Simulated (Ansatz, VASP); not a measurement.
# Ag: VASP beside Ansatz

The input INCAR:

```
SYSTEM = Ag
PREC = Accurate
ENCUT = 520
EDIFF = 1E-6
ISMEAR = -1
SIGMA = 0.05
LREAL = .False.
LASPH = .True.
NELM = 60
ALGO = Normal
ISIF = 2
LWAVE = .False.
LCHARG = .False.
GGA = CA
NBANDS = 12
```

File KPOINTS:

```
regular mesh
0
Gamma
  15 15 15
  0 0 0
```

Contents of POSCAR:

```
Ag
1.0
    0.0000000000      2.0498877575      2.0498877575
    2.0498877575      0.0000000000      2.0498877575
    2.0498877575      2.0498877575      0.0000000000
Ag
1
Direct
    0.0000000000      0.0000000000      0.0000000000
```

Input for Ansatz:

```yaml
crystal:
  lattice:
    - [0.0, 2.0498877575, 2.0498877575]
    - [2.0498877575, 0.0, 2.0498877575]
    - [2.0498877575, 2.0498877575, 0.0]
  atoms:
    - { symbol: Ag, position: [0.0, 0.0, 0.0] }
kpoints:
  mp_grid: { grid: [15, 15, 15] }
  band_path:
    path:
      - [0.0, 0.0, 0.0]
      - [0.5, 0.0, 0.5]
      - [0.625, 0.25, 0.625]
      - [0.375, 0.375, 0.75]
      - [0.0, 0.0, 0.0]
      - [0.5, 0.5, 0.5]
      - [0.5, 0.25, 0.75]
      - [0.5, 0.0, 0.5]
    npoints: 5
scf:
  occupations: { method: fermi_dirac, width: 0.05 }
hamiltonian:
  xc: lda
  pseudopotentials: { kind: all_electron, lapw: { basis_error: 0.001 } }
output:
  forces: true
  stress: true
  eigenvalues: true
```

Change from the starting cell: volume scaled by 1.01.

Alike in both runs: task single point; functional LDA; k mesh 15 × 15 × 15; occupations fermi-dirac, width 0.05 eV; no spin polarisation.

|  | VASP | Ansatz |
| --- | --- | --- |
| version | VASP 6.6.1 | Ansatz 0.2.0 |
| potentials or method | VASP PAW LDA potentials, release 64 (Ag), cutoff 520 eV | all-electron LAPW, scalar-relativistic |

VASP gave:

```
pressure (GPa) : -8.2
```

What did Ansatz give for the same quantities?

Pressure (GPa): -8.4.

LDA's correlation is that of Perdew and Zunger in VASP and of Perdew and Wang (1992) in Ansatz. Ansatz ran all-electron here, and VASP with PAW potentials.
